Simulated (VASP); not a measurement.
# Ru in VASP: relaxation of the atoms with PBEsol

Aim: the relaxation of the atoms of Ru with PBEsol.

Everything below comes from runs of VASP 6.6.1. Logs are shortened: lines on timing, memory, paths and dates and some standing lists are left out, and cuts for length are marked.

### 1 The cell of the first run

The cell holds a slab with vacuum, 5 atoms: a = 2.690 Å, b = 2.690 Å, c = 25.504 Å, α = 90.00°, β = 90.00°, γ = 120.00°.

### 2 Relaxation of the atoms, PBEsol

Input file INCAR:

```
PREC = Accurate ; ENCUT = 520
EDIFF = 1E-6 ; ISMEAR = 0
SIGMA = 0.1 ; LREAL = False
LASPH = True ; NELM = 80
ALGO = Normal ; ISIF = 2
LWAVE = False ; LCHARG = False
LDIPOL = True ; IDIPOL = 3
DIPOL = 0.5 0.5 0.500 ; GGA = PS
IBRION = 2 ; NSW = 90
EDIFFG = -0.03
```

Input file KPOINTS:

```
regular mesh
0
Gamma
  12 12 1
```

Input file POSCAR:

```
Ru
1.0
    2.6895240001      0.0000000000      0.0000000000
   -1.3447620000      2.3291961082      0.0000000000
    0.0000000000      0.0000000000     25.5038419053
Ru
5
Selective dynamics
Direct
    0.6666666667      0.3333333333      0.3332831199  F F F
    0.3333333333      0.6666666667      0.4166415600  F F F
    0.6666666667      0.3333333333      0.5000000000  T T T
    0.3333333333      0.6666666667      0.5833584400  T T T
    0.6666666667      0.3333333333      0.6667168801  T T T
```

Potentials or basis: VASP PAW PBE potentials, release 64 (Ru_pv).

Started as:

```
> cat potpaw_PBE.64/Ru_pv/POTCAR > POTCAR
> mpirun -np 1 vasp_std > vasp.out
```

OUTCAR:

```text
PREC = Accurate
   ENCUT = 520
   EDIFF = 1E-6
   ISMEAR = 0
   LREAL = False
   LASPH = True
   NELM = 80
   ISIF = 2
   GGA = PS
   IBRION = 2
   NSW = 90
   EDIFFG = -0.03

 ion  position               nearest neighbor table
   1  0.667  0.333  0.333-   2 2.63   2 2.63   2 2.63
   2  0.333  0.667  0.417-   3 2.63   3 2.63   3 2.63   1 2.63   1 2.63   1 2.63
   3  0.667  0.333  0.500-   2 2.63   4 2.63   2 2.63   4 2.63   2 2.63   4 2.63
   4  0.333  0.667  0.583-   3 2.63   3 2.63   3 2.63   5 2.63   5 2.63   5 2.63
   5  0.667  0.333  0.667-   4 2.63   4 2.63   4 2.63

  LATTYP: Found a hexagonal cell.
 ALAT       =     2.6895240001
 C/A-ratio  =     9.4826600931

  Lattice vectors:

 A1 = (   2.6895240001,   0.0000000000,   0.0000000000)
 A2 = (  -1.3447620000,   2.3291961082,   0.0000000000)
 A3 = (   0.0000000000,   0.0000000000,  25.5038419053)

Analysis of symmetry for initial positions (statically):
=====================================================================
 Subroutine PRICEL returns:
 Original cell was already a primitive cell.

 Routine SETGRP: Setting up the symmetry group for a
 hexagonal supercell.

 Subroutine GETGRP returns: Found 12 space group operations
 (whereof 12 operations were pure point group operations)
 out of a pool of 24 trial point group operations.

The static configuration has the point symmetry D_3h.

Analysis of symmetry for dynamics (positions and initial velocities):
=====================================================================
 Subroutine PRICEL returns:
 Original cell was already a primitive cell.

 Routine SETGRP: Setting up the symmetry group for a
 hexagonal supercell.

 Subroutine GETGRP returns: Found 12 space group operations
 (whereof 12 operations were pure point group operations)
 out of a pool of 24 trial point group operations.

The dynamic configuration has the point symmetry D_3h.

Analysis of constrained symmetry for selective dynamics:
=====================================================================
 Subroutine PRICEL returns:
 Original cell was already a primitive cell.

 Routine SETGRP: Setting up the symmetry group for a
 hexagonal supercell.

 Subroutine GETGRP returns: Found  6 space group operations
 (whereof  6 operations were pure point group operations)
 out of a pool of 24 trial point group operations.

The constrained configuration has the point symmetry C_3v.

 Subroutine INISYM returns: Found  6 space group operations
 (whereof  6 operations are pure point group operations),
 and found     1 'primitive' translations

----------------------------------------------------------------------------------------

                                     Primitive cell

  volume of cell :     159.7670

  direct lattice vectors                    reciprocal lattice vectors
     2.689524000  0.000000000  0.000000000     0.371813005  0.214666338  0.000000000
    -1.344762000  2.329196108  0.000000000     0.000000000  0.429332677  0.000000000
     0.000000000  0.000000000 25.503841905     0.000000000  0.000000000  0.039209779

  length of vectors
     2.689524000  2.689524000 25.503841905     0.429332677  0.429332677  0.039209779

  position of ions in fractional coordinates (direct lattice)
     0.666666667  0.333333333  0.333283120
     0.333333333  0.666666667  0.416641560
     0.666666667  0.333333333  0.500000000
     0.333333333  0.666666667  0.583358440
     0.666666667  0.333333333  0.666716880

  ion indices of the primitive-cell ions
   primitive index   ion index
                 1           1
                 2           2
                 3           3
                 4           4
                 5           5

----------------------------------------------------------------------------------------

 KPOINTS: regular mesh

Automatic generation of k-mesh.
 Grid dimensions read from file:
 generate k-points for:   12   12    1

 Generating k-lattice:

  Cartesian coordinates                     Fractional coordinates (reciprocal lattice)
     0.030984417  0.017888862  0.000000000     0.083333333  0.000000000  0.000000000
     0.000000000  0.035777723  0.000000000     0.000000000  0.083333333  0.000000000
     0.000000000  0.000000000  0.039209779     0.000000000  0.000000000  1.000000000

  Length of vectors
     0.035777723  0.035777723  0.039209779

  Shift w.r.t. Gamma in fractional coordinates (k-lattice)
     0.000000000  0.000000000  0.000000000

 Subroutine IBZKPT returns following result:
 ===========================================

 Found     19 irreducible k-points:

 Following reciprocal coordinates:
            Coordinates               Weight
  0.000000  0.000000  0.000000      1.000000
  0.083333  0.000000  0.000000      6.000000
  0.166667  0.000000  0.000000      6.000000
  0.250000 -0.000000  0.000000      6.000000
  0.333333  0.000000  0.000000      6.000000
  0.416667 -0.000000  0.000000      6.000000
[... 11 lines left out ...]
  0.333333  0.250000  0.000000     12.000000
  0.333333  0.333333  0.000000      2.000000
   k-points           NKPTS =     19   k-points in BZ     NKDIM =     19   number of bands    NBANDS=     42
   number of dos      NEDOS =    301   number of ions     NIONS =      5
   total plane-waves  NPLWV =  76800
   dimension x,y,z NGX =    20 NGY =   20 NGZ =  192
   dimension x,y,z NGXF=    40 NGYF=   40 NGZF=  384
   ions per type =               5
   NGX,Y,Z   is equivalent  to a cutoff of  12.36, 12.36, 12.52 a.u.
   NGXF,Y,Z  is equivalent  to a cutoff of  24.72, 24.72, 25.03 a.u.
 SYSTEM =  unknown system
   PREC   = accura    normal or accurate (medium, high low for compatibility)
   ISTART =      0    job   : 0-new  1-cont  2-samecut
   ICHARG =      2    charge: 1-file 2-atom 10-const
   ISPIN  =      1    spin polarized calculation?
   LNONCOLLINEAR =      F non collinear calculations
   LSORBIT =      F    spin-orbit coupling
   LASPH  =      T    aspherical Exc in radial PAW
   ENCUT  =  520.0 eV  38.22 Ry    6.18 a.u.   5.00  5.00 47.42*2*pi/ulx,y,z
   NELM   =     80;   NELMIN=  2; NELMDL= -5     # of ELM steps
   EDIFF  = 0.1E-05   stopping-criterion for ELM
   LREAL  =      F    real-space projection
   EDIFFG = -.3E-01   stopping-criterion for IOM
   NSW    =     90    number of steps for IOM
   IBRION =      2    ionic relax: 0-MD 1-quasi-New 2-CG
   NFREE  =      1    steps in history (QN), initial steepest desc. (CG)
   ISIF   =      2    stress and relaxation
   ISYM   =      2    0-nonsym 1-usesym 2-fastsym
   POTIM  = 0.5000    time-step for ionic-motion
   TEBEG  =    0.0;   TEEND  =   0.0 temperature during run
   PSTRESS=    0.0 pullay stress
   NELECT =      70.0000    total number of electrons
   NUPDOWN=      -1.0000    fix difference up-down
   EMIN   =  10.00;   EMAX   =-10.00  energy-range for DOS
   EFERMI =   0.00;   METHOD = LEGACY
   ISMEAR =     0;   SIGMA  =   0.10  broadening in eV -4-tet -1-fermi 0-gaus
   EFERMI_NEDOS =   21; number of points for ismear=-14 and -15
   IALGO  =     38    algorithm
   IMIX   =      4    mixing-type and parameters
     AMIX     =   0.40;   BMIX     =  1.00
     AMIX_MAG =   1.60;   BMIX_MAG =  1.00
  volume/ion in A,a.u.               =      31.95       215.63
  Fermi-wavevector in a.u.,A,eV,Ry     =   1.243403  2.349690 21.035292  1.546050
  Thomas-Fermi vector in A             =   2.377715
   LORBIT       =      0    0 simple, 1 ext, 2 COOP (PROOUT), +10 PAW based schemes
   GGA     = PS    functional components
   LHFCALC =     F    Hartree Fock is set to
   AEXX    =    0.0000 exact exchange contribution
   IVDW    =     0    specifies the selected vdW correction
   LEPSILON=     F    determine dielectric tensor
   LRPA    =     F    only Hartree local field effects (RPA)
 conjugate gradient relaxation of ions
 non-spin polarized calculation
 Gauss-broadening in eV      SIGMA  =   0.10
  energy-cutoff  :      520.00
  volume of cell :      159.77
 maximum number of plane-waves:      4371
 NGX is ok and might be reduce to    20
   NGX =  9   NGY =  9   NGZ = 95

--------------------------------------- Ionic step        1  -------------------------------------------

 number of electron      69.9999992 magnetization

 Free energy of the ion-electron system (eV)
  ---------------------------------------------------
  ext. energy  EPLUGINS =         0.00000000
  ---------------------------------------------------
  free energy    TOTEN  =       -48.42775952 eV

  energy without entropy =      -48.39858886  energy(sigma->0) =      -48.41317419

------------------------ aborting loop because EDIFF is reached ----------------------------------------

 vacuum level on the upper side and lower side of the slab       (xc-potential included)        -0.147        -0.147

  FORCE on cell =-STRESS in cart. coord.  units (eV):
  Direction    XX          YY          ZZ          XY          YZ          ZX
  --------------------------------------------------------------------------------------
  -------------------------------------------------------------------------------------
  Total       -4.4694167     -4.4694167     -2.9173282     -0.0000000      0.0000000      0.0000000
  in kB      -44.8202566    -44.8202566    -29.2555851     -0.0000000      0.0000000      0.0000000
  external PRESSURE =     -39.6320327 kB  Pullay stress =       0.0000000 kB
[... 20 lines left out ...]
  FREE ENERGIE OF THE ION-ELECTRON SYSTEM (eV)
  ---------------------------------------------------
  free  energy   TOTEN  =       -48.4277595170 eV

  energy  without entropy=      -48.3985888623  energy(sigma->0) =      -48.41317419

 dipolmoment           0.000000      0.000000      0.000000 electrons x Angstroem

--------------------------------------- Ionic step        2  -------------------------------------------

 number of electron      70.0000004 magnetization

------------------------ aborting loop because EDIFF is reached ----------------------------------------
[... 151 lines left out ...]
--------------------------------------- Ionic step        6  -------------------------------------------

 number of electron      70.0000004 magnetization

 dipolmoment           0.000000      0.000000     -0.002417 electrons x Angstroem

 Free energy of the ion-electron system (eV)
  ---------------------------------------------------
  ext. energy  EPLUGINS =         0.00000000
  ---------------------------------------------------
  free energy    TOTEN  =       -48.45331544 eV

  energy without entropy =      -48.42290723  energy(sigma->0) =      -48.43811133

 E-fermi :   2.5006     XC(G=0):  -6.7880

 val. band max:        2.4604211824   @ k =   0.1667   0.0833   0.0000
 cond. band min:       2.5016784994   @ k =   0.2500   0.1667   0.0000
 fundamental gap:      0.0412573169
 Fermi energy:         2.5006478045

 k-point     1 :       0.0000    0.0000    0.0000
  band No.  band energies     occupation
      1     -41.1696      2.00000
      2     -40.8996      2.00000
      3     -40.4404      2.00000
      4     -40.2919      2.00000
      5     -40.2919      2.00000
      6     -40.2350      2.00000
[... 844 lines left out ...]
     41       9.9828      0.00000
     42       9.9952      0.00000

------------------------ aborting loop because EDIFF is reached ----------------------------------------

 vacuum level on the upper side and lower side of the slab       (xc-potential included)        -0.049         0.019

  FORCE on cell =-STRESS in cart. coord.  units (eV):
  Direction    XX          YY          ZZ          XY          YZ          ZX
  --------------------------------------------------------------------------------------
  -------------------------------------------------------------------------------------
  Total       -4.0680909     -4.0680909     -1.9277652     -0.0000000      0.0000000      0.0000000
  in kB      -40.7956771    -40.7956771    -19.3320379     -0.0000000      0.0000000      0.0000000
  external PRESSURE =     -33.6411307 kB  Pullay stress =       0.0000000 kB
[... 20 lines left out ...]
  FREE ENERGIE OF THE ION-ELECTRON SYSTEM (eV)
  ---------------------------------------------------
  free  energy   TOTEN  =       -48.4533154354 eV

  energy  without entropy=      -48.4229072272  energy(sigma->0) =      -48.43811133

 reached required accuracy - stopping structural energy minimisation

 vacuum level on the upper side and lower side of the slab         7.615         7.685
```

It took 12 min on 1 thread of Intel Xeon Platinum 8488C (Sapphire Rapids), shared host; peak memory 0.3 GiB.

What came out:

```yaml
Free_energy: -48.4533 eV
Energy_gained_by_relaxing: 5.1 meV/atom
Ionic_steps: 6
Band_gap_on_the_k_mesh: zero (bands 35 and 36 overlap by 2.56 eV)
```

Step by step:
```tsv
step	energy change (eV)	largest force on free atoms (eV/Å)	pressure (GPa)
1	0.0000	0.7261	-3.96
2	-0.0242	0.1535	-3.46
3	-0.0242	0.1488	-3.49
4	-0.0253	0.0504	-3.42
5	-0.0254	0.0363	-3.38
6	-0.0256	0.0291	-3.36
```

Final structure:
```
Ru
1.0
     2.68952    0.00000    0.00000
    -1.34476    2.32920    0.00000
     0.00000    0.00000   25.50384
Ru
5
Direct
  0.66667 0.33333 0.33328
  0.33333 0.66667 0.41664
  0.66667 0.33333 0.50036
  0.33333 0.66667 0.58445
  0.66667 0.33333 0.66510
```

Caveat: the PAW data sets were made with another functional, which shifts forces and pressure a little.

The gap in the log of VASP goes by the Fermi energy; the results here count the filled bands.